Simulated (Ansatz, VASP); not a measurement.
**One calculation of FeNi2GeS4, two programs**

File INCAR:

```
SYSTEM = FeNi2GeS4
PREC = Accurate ; ENCUT = 520
EDIFF = 1E-7 ; ISMEAR = -1
SIGMA = 0.1 ; LREAL = .False.
LASPH = .True. ; NELM = 80
ALGO = Normal ; ISIF = 2
LWAVE = .False. ; LCHARG = .False.
GGA = PE ; NBANDS = 43
```

File KPOINTS:

```
Automatic mesh
0
Gamma
  4 4 4
  0 0 0
```

File POSCAR:

```
FeNi2GeS4
1.0
    0.0000000000      5.3009220000      0.0000000000
    5.3009220000      0.0000000000      0.0000000000
    2.6504610000      2.6504610000     -5.2312390000
Ni Fe Ge S
2 1 1 4
Direct
    0.7500000000      0.2500000000      0.5000000000
    0.2500000000      0.7500000000      0.5000000000
    0.0000000000      0.0000000000      0.0000000000
    0.5000000000      0.5000000000      0.0000000000
    0.1345000000      0.1345000000      0.2490000000
    0.8655000000      0.3835000000      0.7510000000
    0.6165000000      0.6165000000      0.2490000000
    0.3835000000      0.8655000000      0.7510000000
```

Input for Ansatz:

```yaml
crystal:
  lattice:
    - [0.0, 5.300922, 0.0]
    - [5.300922, 0.0, 0.0]
    - [2.650461, 2.650461, -5.231239]
  atoms:
    - { symbol: Ni, position: [0.75, 0.25, 0.5] }
    - { symbol: Ni, position: [0.25, 0.75, 0.5] }
    - { symbol: Fe, position: [0.0, 0.0, 0.0] }
    - { symbol: Ge, position: [0.5, 0.5, 0.0] }
    - { symbol: S, position: [0.1345, 0.1345, 0.249] }
    - { symbol: S, position: [0.8655, 0.3835, 0.751] }
    - { symbol: S, position: [0.6165, 0.6165, 0.249] }
    - { symbol: S, position: [0.3835, 0.8655, 0.751] }
  symmetry: { tolerance: 0.0003 }
kpoints:
  mp_grid: { grid: [4, 4, 4], shift: [0, 0, 0] }
magnetization:
  spin_polarized: false
scf:
  occupations: { method: fermi_dirac }
hamiltonian:
  pseudopotentials: { kind: paw }
  xc: pbe
basis:
  ecutwfc: 420
output:
  forces: true
  stress: true
  eigenvalues: true
  write_density: true
  write_potential: true
  elf: true
  volumetric_format: npy
```

Alike in both runs: task single point; functional PBE; k mesh 4 × 4 × 4; no spin polarisation.

```csv
,VASP,Ansatz
version,VASP 6.6.1,Ansatz 0.2.0
potentials or method,"VASP PAW PBE potentials, release 64 (Ni, Fe, Ge_d, S), cutoff 520 eV",PAW plane waves
occupations,"fermi-dirac, width 0.1 eV",fermi-dirac
valence electrons in the cell,66,90
```

VASP gave:

- gap on the k mesh at the Fermi level (eV): none
- pressure (GPa): -5.1
- traceless stress, the component that is largest in VASP (GPa): 0.50
- rms of the force components (eV/Å): 0.774

Question: Estimate Ansatz's values.

Answer: gap on the k mesh at the Fermi level (eV): none; pressure (GPa): -5.1; traceless stress, the component that is largest in VASP (GPa): 0.49; rms of the force components (eV/Å): 0.800.

Atom by atom the forces differ by 0.026 eV/Å (rms over components). A gap of «none» marks a metal or a gap that the smearing closes. VASP's potentials hold 66 valence electrons a cell and Ansatz's 90, so a difference there can come from the potentials and not from the codes.
